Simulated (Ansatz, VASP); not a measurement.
Two plane-wave programs on CuF

Contents of INCAR:

```
ALGO = Normal
EDIFF = 1E-7
ENCUT = 520
GGA = PE
ISIF = 2
ISMEAR = -1
LASPH = T
LCHARG = F
LREAL = F
LWAVE = F
NBANDS = 16
NELM = 100
PREC = Accurate
SIGMA = 0.02
```

KPOINTS

```
k-points
0
Gamma
  10 10 10
```

File POSCAR:

```
CuF
1.0
    2.7384616326      0.0000000000      0.0000000000
    0.0000000000      2.7384616326      0.0000000000
    0.0000000000      0.0000000000      2.7384616326
Cu F
1 1
Direct
    0.0000000000      0.0000000000      0.0000000000
    0.5000000000      0.5000000000      0.5000000000
```

Input for Ansatz:

```yaml
crystal:
  lattice:
    - [2.7384616326, 0.0, 0.0]
    - [0.0, 2.7384616326, 0.0]
    - [0.0, 0.0, 2.7384616326]
  atoms:
    - { symbol: Cu, position: [0.0, 0.0, 0.0] }
    - { symbol: F, position: [0.5, 0.5, 0.5] }
kpoints:
  mp_grid: { grid: [10, 10, 10] }
  band_path:
    path: [[0.0, 0.0, 0.0], [0.0, 0.5, 0.0], [0.5, 0.5, 0.0], [0.5, 0.5, 0.5]]
    npoints: 1
hamiltonian:
  xc: pbe
scf:
  occupations: { method: fermi_dirac, width: 0.02 }
  n_extra_bands: 4
output:
  forces: true
  stress: true
  eigenvalues: true
```

Alike in both runs: task single point; functional PBE; k mesh 10 × 10 × 10; occupations fermi-dirac, width 0.02 eV; no spin polarisation.

|  | VASP | Ansatz |
| --- | --- | --- |
| version | VASP 6.6.1 | Ansatz 0.2.0 |
| potentials or method | VASP PAW PBE potentials, release 64 (Cu, F) | plane waves, PAW |
| plane-wave cutoff (eV) | 520 | 420 |
| valence electrons in the cell | 18 | 26 |

```csv
,VASP,Ansatz,Ansatz less VASP
pressure (GPa),6.5,6.6,+0.14
```

With one functional, cell and mesh, what is left measures potentials, basis and numerics. VASP's potentials hold 18 valence electrons a cell and Ansatz's 26, so a difference there can come from the potentials and not from the codes.
